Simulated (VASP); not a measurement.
WC (WC type): single point with PBE

Crystal: WC (WC type).

```
CELL_PARAMETERS angstrom
2.59755 0.00000 0.00000
-1.29877 2.24954 0.00000
0.00000 0.00000 2.59389
ATOMIC_POSITIONS crystal
W 0.00000 0.00000 0.00000
C 0.33333 0.66667 0.50000
```

```
Program                : VASP 6.6.1
Task                   : single point
Functional             : PBE
Potentials or basis    : VASP PAW PBE potentials, release 64 (W_sv, C)
Cutoff                 : 520 eV
k mesh                 : 17 × 17 × 15
Occupations            : fermi-dirac, width 0.1 eV
Spin                   : no spin polarisation
Dipole correction      : no
Further INCAR settings : ALGO = Normal; EDIFF = 1e-07; NBANDS = 16
```

```json
{
  "Pressure": "253.0 GPa",
  "Band gap on the k mesh": "zero (band 9 reaches 17.44 eV, above the bottom of band 10 at 15.04 eV)"
}
```

Stress tensor (GPa, compression positive):
```
252.73   0.00   0.00
  0.00 252.73   0.00
  0.00   0.00 253.40
```

Levels at points of the mesh, in eV from the Fermi level:
| k point | band 6 | band 7 | band 8 | band 9 | band 10 | band 11 | band 12 | band 13 |
| --- | --- | --- | --- | --- | --- | --- | --- | --- |
| (0.00, 0.00, 0.00) | -6.77 | -4.96 | -4.96 | -0.19 | 4.64 | 4.64 | 7.18 | 7.18 |

Wall time 21 s on 1 thread of Intel(R) Xeon(R) 6975P-C (Granite Rapids), with other jobs on the host, peak memory 0.18 GiB.

Caveat: spin-orbit coupling is left out, which moves the levels of the heavy elements.
